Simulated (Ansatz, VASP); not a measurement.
**Two plane-wave programs on BN**

INCAR

```
SYSTEM = BN
PREC = Accurate
ENCUT = 520
EDIFF = 1E-7
ISMEAR = 0
SIGMA = 0.05
LREAL = .FALSE.
LASPH = .TRUE.
NELM = 150
ALGO = Normal
ISIF = 2
LWAVE = .FALSE.
LCHARG = .FALSE.
ISPIN = 2
MAGMOM = 0.5 0
LORBIT = 11
GGA = CA
NBANDS = 15
```

KPOINTS

```
Automatic mesh
0
G
  13 13 13
  0 0 0
```

The input POSCAR:

```
BN
1.0
    0.0000000000      1.8130010000      1.8130010000
    1.8130010000      0.0000000000      1.8130010000
    1.8130010000      1.8130010000      0.0000000000
N B
1 1
Direct
    0.2500000000      0.2500000000      0.2500000000
    0.0000000000      0.0000000000      0.0000000000
```

The input input.yaml:

```yaml
crystal:
  lattice:
    - [0.0, 1.813001, 1.813001]
    - [1.813001, 0.0, 1.813001]
    - [1.813001, 1.813001, 0.0]
  atoms:
    - { symbol: "N", position: [0.25, 0.25, 0.25], spin: 0.5 }
    - { symbol: B, position: [0.0, 0.0, 0.0] }
hamiltonian:
  xc: lda
  pseudopotentials: { kind: paw, xc_functional: lda, accuracy: standard }
magnetization:
  spin_polarized: true
kpoints:
  mp_grid: { grid: [13, 13, 13] }
scf:
  occupations: { method: gaussian, width: 0.05 }
output:
  forces: true
  stress: true
  eigenvalues: true
  write_density: true
  write_potential: true
  elf: true
  volumetric_format: npy
```

Alike in both runs: functional LDA; k mesh 13 × 13 × 13; occupations gaussian, width 0.05 eV; collinear spin.

|  | VASP | Ansatz |
| --- | --- | --- |
| version | VASP 6.6.1 | Ansatz 0.2.0 |
| potentials or method | VASP PAW LDA potentials, release 64 (N, B) | JTH PAW LDA |
| plane-wave cutoff (eV) | 520 | 1350 |
| valence electrons in the cell | 8 | 8 |
| task | single point | electrostatic potential |

Ansatz gave:

* gap on the k mesh at the Fermi level (eV): 4.41
* least direct gap on the mesh (eV): 8.63
* pressure (GPa): -14.6
* net moment per atom (μB): 0.00

**Question.** Estimate VASP's values.

**Answer.** gap on the k mesh at the Fermi level (eV): 4.41; least direct gap on the mesh (eV): 8.64; pressure (GPa): -13.4; net moment per atom (μB): 0.00.

LDA's correlation is that of Perdew and Zunger in VASP and of Perdew and Wang (1992) in Ansatz.

Noted on Ansatz's run: odd divisions of the mesh miss points on the zone boundary, where band edges often lie, so the gap on the mesh can be too wide.
